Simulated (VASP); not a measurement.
# MgH2 (P4_2/mnm) in VASP: a series of runs

The runs below take MgH2 through single point, with PBE.

All numbers are computed with VASP 6.6.1; they aren't measurements. Logs are shortened: lines on timing, memory, paths and dates and some standing lists are left out, and cuts for length are marked.

## Step 1: The cell of the first run

The structure is tetragonal, space group P4_2/mnm (No. 136). The conventional cell has a = 4.485 Å, b = 4.485 Å, c = 2.996 Å, α = 90.00°, β = 90.00°, γ = 90.00°. Mg (site symmetry mmm) has 6 H at 1.93 to 1.94 Å within 2.6 Å. H (site symmetry m2m) has 3 Mg at 1.93 to 1.94 Å and 1 H at 2.48 Å within 2.6 Å.

## Step 2: Single point, PBE

Input file INCAR:

```
SYSTEM = MgH2
ALGO = Normal
EDIFF = 1E-6
ENCUT = 520
GGA = PE
ISIF = 2
ISMEAR = 0
LASPH = .TRUE.
LCHARG = .TRUE.
LELF = .TRUE.
LREAL = .FALSE.
LVHAR = .TRUE.
LWAVE = .FALSE.
NBANDS = 13
NELM = 60
PREC = Accurate
SIGMA = 0.01
```

Input file KPOINTS:

```
k-points
0
G
  6 6 8
  0 0 0
```

Input file POSCAR:

```
MgH2
1.0
    4.4848772637      0.0000000000      0.0000000000
    0.0000000000      4.4848772637      0.0000000000
    0.0000000000      0.0000000000      2.9964754811
Mg H
2 4
Direct
    0.0000000000      0.0000000000      0.0000000000
    0.5000000000      0.5000000000      0.5000000000
    0.3046815063      0.3046815063      0.0000000000
    0.1953184937      0.8046815063      0.5000000000
    0.8046815063      0.1953184937      0.5000000000
    0.6953184937      0.6953184937      0.0000000000
```

Potentials or basis: VASP PAW PBE potentials, release 64 (Mg, H).

The run is started by

```console
cat potpaw_PBE.64/Mg/POTCAR potpaw_PBE.64/H/POTCAR > POTCAR
mpirun -np 1 vasp_std > vasp.out
```

OUTCAR:

```text
SYSTEM = MgH2
   EDIFF = 1E-6
   ENCUT = 520
   GGA = PE
   ISIF = 2
   ISMEAR = 0
   LASPH = .TRUE.
   LREAL = .FALSE.
   NELM = 60
   PREC = Accurate

 ion  position               nearest neighbor table
   1  0.000  0.000  0.000-   3 1.93   6 1.93   5 1.94   4 1.94   4 1.94   5 1.94   2 3.51   2 3.51
                             2 3.51   2 3.51   2 3.51   2 3.51   2 3.51   2 3.51
   2  0.500  0.500  0.500-   4 1.93   5 1.93   3 1.94   6 1.94   3 1.94   6 1.94   1 3.51   1 3.51
                             1 3.51   1 3.51   1 3.51   1 3.51   1 3.51   1 3.51
   3  0.305  0.305  0.000-   1 1.93   2 1.94   2 1.94
   4  0.195  0.805  0.500-   2 1.93   1 1.94   1 1.94
   5  0.805  0.195  0.500-   2 1.93   1 1.94   1 1.94
   6  0.695  0.695  0.000-   1 1.93   2 1.94   2 1.94

  LATTYP: Found a simple tetragonal cell.
 ALAT       =     4.4848772637
 C/A-ratio  =     0.6681287591

  Lattice vectors:

 A1 = (   4.4848772637,   0.0000000000,   0.0000000000)
 A2 = (   0.0000000000,   4.4848772637,   0.0000000000)
 A3 = (   0.0000000000,   0.0000000000,   2.9964754811)

Analysis of symmetry for initial positions (statically):
=====================================================================
 Subroutine PRICEL returns:
 Original cell was already a primitive cell.

 Routine SETGRP: Setting up the symmetry group for a
 simple tetragonal supercell.

 Subroutine GETGRP returns: Found 16 space group operations
 (whereof  8 operations were pure point group operations)
 out of a pool of 16 trial point group operations.

The static configuration has the point symmetry D_2h.
 The point group associated with its full space group is D_4h.

Analysis of symmetry for dynamics (positions and initial velocities):
=====================================================================
 Subroutine PRICEL returns:
 Original cell was already a primitive cell.

 Routine SETGRP: Setting up the symmetry group for a
 simple tetragonal supercell.

 Subroutine GETGRP returns: Found 16 space group operations
 (whereof  8 operations were pure point group operations)
 out of a pool of 16 trial point group operations.

The dynamic configuration has the point symmetry D_2h.
 The point group associated with its full space group is D_4h.

 Subroutine INISYM returns: Found 16 space group operations
 (whereof  8 operations are pure point group operations),
 and found     1 'primitive' translations

----------------------------------------------------------------------------------------

                                     Primitive cell

  volume of cell :      60.2715

  direct lattice vectors                    reciprocal lattice vectors
     4.484877264  0.000000000  0.000000000     0.222971542  0.000000000  0.000000000
     0.000000000  4.484877264  0.000000000     0.000000000  0.222971542  0.000000000
     0.000000000  0.000000000  2.996475481     0.000000000  0.000000000  0.333725407

  length of vectors
     4.484877264  4.484877264  2.996475481     0.222971542  0.222971542  0.333725407

  position of ions in fractional coordinates (direct lattice)
     0.000000000  0.000000000  0.000000000
     0.500000000  0.500000000  0.500000000
     0.304681506  0.304681506  0.000000000
     0.195318494  0.804681506  0.500000000
     0.804681506  0.195318494  0.500000000
     0.695318494  0.695318494  0.000000000

  ion indices of the primitive-cell ions
   primitive index   ion index
                 1           1
                 2           2
                 3           3
                 4           4
                 5           5
                 6           6

----------------------------------------------------------------------------------------

 KPOINTS: k-points

Automatic generation of k-mesh.
 Grid dimensions read from file:
 generate k-points for:    6    6    8

 Generating k-lattice:

  Cartesian coordinates                     Fractional coordinates (reciprocal lattice)
     0.037161924  0.000000000  0.000000000     0.166666667  0.000000000  0.000000000
     0.000000000  0.037161924  0.000000000     0.000000000  0.166666667  0.000000000
     0.000000000  0.000000000  0.041715676     0.000000000  0.000000000  0.125000000

  Length of vectors
     0.037161924  0.037161924  0.041715676

  Shift w.r.t. Gamma in fractional coordinates (k-lattice)
     0.000000000  0.000000000  0.000000000

 Subroutine IBZKPT returns following result:
 ===========================================

 Found     50 irreducible k-points:

 Following reciprocal coordinates:
            Coordinates               Weight
  0.000000  0.000000  0.000000      1.000000
  0.166667  0.000000  0.000000      4.000000
  0.333333  0.000000  0.000000      4.000000
  0.500000  0.000000  0.000000      2.000000
  0.166667  0.166667  0.000000      4.000000
  0.333333  0.166667  0.000000      8.000000
[... 16 lines left out ...]
  0.333333  0.000000  0.250000      8.000000
  0.500000  0.000000  0.250000      4.000000
 [... further k-points ...]
   k-points           NKPTS =     50   k-points in BZ     NKDIM =     50   number of bands    NBANDS=     13
   number of dos      NEDOS =    301   number of ions     NIONS =      6
   total plane-waves  NPLWV =  31104
   dimension x,y,z NGX =    36 NGY =   36 NGZ =   24
   dimension x,y,z NGXF=    72 NGYF=   72 NGZF=   48
   ions per type =               2   4
   NGX,Y,Z   is equivalent  to a cutoff of  13.34, 13.34, 13.32 a.u.
   NGXF,Y,Z  is equivalent  to a cutoff of  26.69, 26.69, 26.63 a.u.
 SYSTEM =  MgH2
   PREC   = accura    normal or accurate (medium, high low for compatibility)
   ISTART =      0    job   : 0-new  1-cont  2-samecut
   ICHARG =      2    charge: 1-file 2-atom 10-const
   ISPIN  =      1    spin polarized calculation?
   LNONCOLLINEAR =      F non collinear calculations
   LSORBIT =      F    spin-orbit coupling
   LASPH  =      T    aspherical Exc in radial PAW
   ENCUT  =  520.0 eV  38.22 Ry    6.18 a.u.   8.34  8.34  5.57*2*pi/ulx,y,z
   NELM   =     60;   NELMIN=  2; NELMDL= -5     # of ELM steps
   EDIFF  = 0.1E-05   stopping-criterion for ELM
   LREAL  =      F    real-space projection
   EDIFFG = 0.1E-04   stopping-criterion for IOM
   NSW    =      0    number of steps for IOM
   IBRION =     -1    ionic relax: 0-MD 1-quasi-New 2-CG
   NFREE  =      0    steps in history (QN), initial steepest desc. (CG)
   ISIF   =      2    stress and relaxation
   ISYM   =      2    0-nonsym 1-usesym 2-fastsym
   POTIM  = 0.5000    time-step for ionic-motion
   TEBEG  =    0.0;   TEEND  =   0.0 temperature during run
   PSTRESS=    0.0 pullay stress
   NELECT =       8.0000    total number of electrons
   NUPDOWN=      -1.0000    fix difference up-down
   EMIN   =  10.00;   EMAX   =-10.00  energy-range for DOS
   EFERMI =   0.00;   METHOD = LEGACY
   ISMEAR =     0;   SIGMA  =   0.01  broadening in eV -4-tet -1-fermi 0-gaus
   EFERMI_NEDOS =   21; number of points for ismear=-14 and -15
   IALGO  =     38    algorithm
   IMIX   =      4    mixing-type and parameters
     AMIX     =   0.40;   BMIX     =  1.00
     AMIX_MAG =   1.60;   BMIX_MAG =  1.00
  volume/ion in A,a.u.               =      10.05        67.79
  Fermi-wavevector in a.u.,A,eV,Ry     =   0.835092  1.578095  9.488408  0.697378
  Thomas-Fermi vector in A             =   1.948592
   LORBIT       =      0    0 simple, 1 ext, 2 COOP (PROOUT), +10 PAW based schemes
   GGA     = PE    functional components
   LHFCALC =     F    Hartree Fock is set to
   AEXX    =    0.0000 exact exchange contribution
   IVDW    =     0    specifies the selected vdW correction
   LEPSILON=     F    determine dielectric tensor
   LRPA    =     F    only Hartree local field effects (RPA)
 non-spin polarized calculation
 Gauss-broadening in eV      SIGMA  =   0.01
  energy-cutoff  :      520.00
  volume of cell :       60.27
 maximum number of plane-waves:      1648
 NGX is ok and might be reduce to    36
   NGX = 17   NGY = 17   NGZ = 11

 number of electron       8.0000002 magnetization

 Free energy of the ion-electron system (eV)
  ---------------------------------------------------
  ext. energy  EPLUGINS =         0.00000000
  ---------------------------------------------------
  free energy    TOTEN  =       -17.65084059 eV

  energy without entropy =      -17.65084059  energy(sigma->0) =      -17.65084059

 E-fermi :  -0.4470     XC(G=0):  -8.4603

 val. band max:       -0.5281511537   @ k =   0.1667   0.1667   0.1250
 cond. band min:       3.3072384564   @ k =   0.3333   0.3333   0.5000
 fundamental gap:      3.8353896101
 Fermi energy:        -0.4470049144

 k-point     1 :       0.0000    0.0000    0.0000
  band No.  band energies     occupation
      1      -7.0409      2.00000
      2      -1.9918      2.00000
      3      -1.9918      2.00000
      4      -0.9702      2.00000
      5       4.1981      0.00000
      6       4.5807      0.00000
      7       8.7210      0.00000
      8       8.7210      0.00000
      9      10.5320      0.00000
     10      10.8693      0.00000
     11      11.8085      0.00000
     12      14.7047      0.00000
     13      14.7047      0.00000

 k-point     2 :       0.1667    0.0000    0.0000
  band No.  band energies     occupation
      1      -6.8547      2.00000
      2      -2.8882      2.00000
      3      -1.8676      2.00000
      4      -0.6217      2.00000
      5       4.2894      0.00000
      6       5.1028      0.00000
      7       7.4781      0.00000
      8       9.1980      0.00000
      9      11.0420      0.00000
     10      11.9419      0.00000
     11      12.3370      0.00000
[... 339 lines left out ...]
 k-point    24 :       0.5000    0.0000    0.2500
  band No.  band energies     occupation
      1      -4.5475      2.00000
      2      -4.5475      2.00000
      3      -0.8399      2.00000
      4      -0.8399      2.00000
      5       5.3423      0.00000
      6       5.3423      0.00000
      7       6.8644      0.00000
      8       6.8644      0.00000
      9       8.8401      0.00000
     10       8.8401      0.00000
     11      12.4620      0.00000
     12      12.4620      0.00000
     13      14.0060      0.00000

 [... further k-points ...]

------------------------ aborting loop because EDIFF is reached ----------------------------------------

  FORCE on cell =-STRESS in cart. coord.  units (eV):
  Direction    XX          YY          ZZ          XY          YZ          ZX
  --------------------------------------------------------------------------------------
  -------------------------------------------------------------------------------------
  Total        0.2586501      0.2586501      0.3274367      0.0000000      0.0000000      0.0000000
  in kB        6.8756121      6.8756121      8.7041452      0.0000000      0.0000000      0.0000000
  external PRESSURE =       7.4851232 kB  Pullay stress =       0.0000000 kB

 VOLUME and BASIS-vectors are now :
 -----------------------------------------------------------------------------
  energy-cutoff  :      520.00
  volume of cell :       60.27
      direct lattice vectors                 reciprocal lattice vectors
     4.484877264  0.000000000  0.000000000     0.222971542  0.000000000  0.000000000
     0.000000000  4.484877264  0.000000000     0.000000000  0.222971542  0.000000000
     0.000000000  0.000000000  2.996475481     0.000000000  0.000000000  0.333725407

 POSITION                                       TOTAL-FORCE (eV/Angst)
 -----------------------------------------------------------------------------------
      0.00000      0.00000      0.00000         0.000000      0.000000      0.000000
      2.24244      2.24244      1.49824         0.000000      0.000000      0.000000
      1.36646      1.36646      0.00000        -0.011695     -0.011695      0.000000
      0.87598      3.60890      1.49824         0.011695     -0.011695      0.000000
      3.60890      0.87598      1.49824        -0.011695      0.011695      0.000000
      3.11842      3.11842      0.00000         0.011695      0.011695      0.000000
 -----------------------------------------------------------------------------------
    total drift:                                0.000000     -0.000000      0.000000

  FREE ENERGIE OF THE ION-ELECTRON SYSTEM (eV)
  ---------------------------------------------------
  free  energy   TOTEN  =       -17.6508405894 eV

  energy  without entropy=      -17.6508405894  energy(sigma->0) =      -17.65084059
```

It took 46 s on 1 thread of AMD EPYC 7R13, shared host; peak memory 0.16 GiB.

Results:

```yaml
Free_energy: -17.6508 eV
Pressure: 0.7 GPa
Largest_force: 0.017 eV/Å
Band_gap_on_the_k_mesh: 3.84 eV, indirect (least direct gap 4.60 eV)
```

Forces in eV/Å, atoms in the order of the input:
```
Mg   0.000  0.000  0.000
Mg   0.000  0.000  0.000
H   -0.012 -0.012  0.000
H    0.012 -0.012  0.000
H   -0.012  0.012  0.000
H    0.012  0.012  0.000
```

Stress tensor (GPa, compression positive):
```
0.69 0.00 0.00
0.00 0.69 0.00
0.00 0.00 0.87
```

Levels at points of the mesh, in eV from the valence-band top:
| k point | band 1 | band 2 | band 3 | band 4 | band 5 | band 6 | band 7 | band 8 | band 9 |
| --- | --- | --- | --- | --- | --- | --- | --- | --- | --- |
| (0.00, 0.00, 0.00) | -6.51 | -1.46 | -1.46 | -0.44 | 4.73 | 5.11 | 9.25 | 9.25 | 11.06 |
| (0.50, 0.00, 0.00) | -4.88 | -4.88 | -0.51 | -0.51 | 5.38 | 5.38 | 10.16 | 10.16 | 11.89 |
| (0.50, 0.50, 0.00) | -3.79 | -3.79 | -2.77 | -2.77 | 9.15 | 9.15 | 9.26 | 9.26 | 13.36 |
| (0.00, 0.00, 0.50) | -3.05 | -3.05 | -0.08 | -0.08 | 6.41 | 6.41 | 6.85 | 6.85 | 8.89 |
| (0.50, 0.00, 0.50) | -2.30 | -2.30 | -1.09 | -1.09 | 5.21 | 5.21 | 6.88 | 6.88 | 8.78 |
| (0.50, 0.50, 0.50) | -1.90 | -1.90 | -0.96 | -0.96 | 3.91 | 3.91 | 4.19 | 4.19 | 13.15 |

A k mesh can miss the band edges. As with any semilocal functional, this PBE gap is likely too small.

## Step 3: Single point, PBE

This run uses another cell than the first one, of 10.24 Å³/atom, 1.019 times its volume.

Input file INCAR:

```
PREC = Accurate ; ENCUT = 520
EDIFF = 1E-7 ; ISMEAR = 0
SIGMA = 0.01 ; LREAL = False
LASPH = True ; NELM = 80
ALGO = Normal ; ISIF = 2
LWAVE = False ; LCHARG = False
GGA = PE ; NBANDS = 13
```

Input file KPOINTS:

```
regular mesh
0
Gamma
  6 6 8
```

Input file POSCAR:

```
MgH2
1.0
    4.5161612686      0.0000000000      0.0000000000
    0.0000000000      4.5161612686      0.0000000000
    0.0000000000      0.0000000000      3.0126795408
Mg H
2 4
Direct
    0.0000000000      0.0000000000      0.0000000000
    0.5000000000      0.5000000000      0.5000000000
    0.3044145892      0.3044145892      0.0000000000
    0.1955854108      0.8044145892      0.5000000000
    0.8044145892      0.1955854108      0.5000000000
    0.6955854108      0.6955854108      0.0000000000
```

Potentials or basis: VASP PAW PBE potentials, release 64 (Mg, H).

The run is started by

```console
cat potpaw_PBE.64/Mg/POTCAR potpaw_PBE.64/H/POTCAR > POTCAR
mpirun -np 1 vasp_std > vasp.out
```

Run time: 43 s. Hardware: 1 thread of AMD EPYC 7R13, shared host; peak memory 0.16 GiB.

Results (log left out):

| Property | Result |
| --- | --- |
| Free energy | -17.6535 eV |
| Pressure | -0.3 GPa |
| Band gap on the k mesh | 3.80 eV, indirect (least direct gap 4.55 eV) |

Stress tensor (GPa, compression positive):
```
-0.23  0.00  0.00
 0.00 -0.23  0.00
 0.00  0.00 -0.31
```

Levels at points of the mesh, in eV from the valence-band top:
```csv
k point,band 2,band 3,band 4,band 5,band 6,band 7
"(0.00, 0.00, 0.00)",-1.45,-1.45,-0.44,4.74,5.01,9.14
"(0.50, 0.00, 0.00)",-4.81,-0.51,-0.51,5.33,5.33,10.06
"(0.50, 0.50, 0.00)",-3.74,-2.72,-2.72,9.03,9.03,9.18
"(0.00, 0.00, 0.50)",-3.00,-0.08,-0.08,6.30,6.30,6.81
"(0.50, 0.00, 0.50)",-2.26,-1.07,-1.07,5.17,5.17,6.81
"(0.50, 0.50, 0.50)",-1.87,-0.93,-0.93,3.86,3.86,4.19
```
